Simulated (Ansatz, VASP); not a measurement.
# Two plane-wave programs on Pt

```
Pt
1.0
     2.77594    0.00000    0.00000
    -1.38797    2.40404    0.00000
     0.00000    0.00000    4.71934
Pt
2
Direct
  0.33333 0.66667 0.75000
  0.66667 0.33333 0.25000
```

Alike in both runs: functional PBE; k mesh 8 × 8 × 4; occupations gaussian, width 0.05 eV; no spin polarisation.

Ansatz relaxed the structure, and its values are those at the end. VASP's run is a single point on that final structure, the one shown.

|  | VASP | Ansatz |
| --- | --- | --- |
| version | VASP 6.6.1 | Ansatz 0.2.0 |
| potentials or method | VASP PAW PBE potentials, release 64 (Pt), cutoff 500 eV | scalar-relativistic, plane waves, PAW |
| valence electrons in the cell | 20 | 36 |

```csv
,VASP,Ansatz,Ansatz less VASP
pressure (GPa),-0.5,0.0,+0.44
```

The functional is the same, so the differences come from potentials, cutoffs and numerics. VASP's potentials hold 20 valence electrons a cell and Ansatz's 36, so a difference there can come from the potentials and not from the codes.

Neither program's run includes spin-orbit coupling.
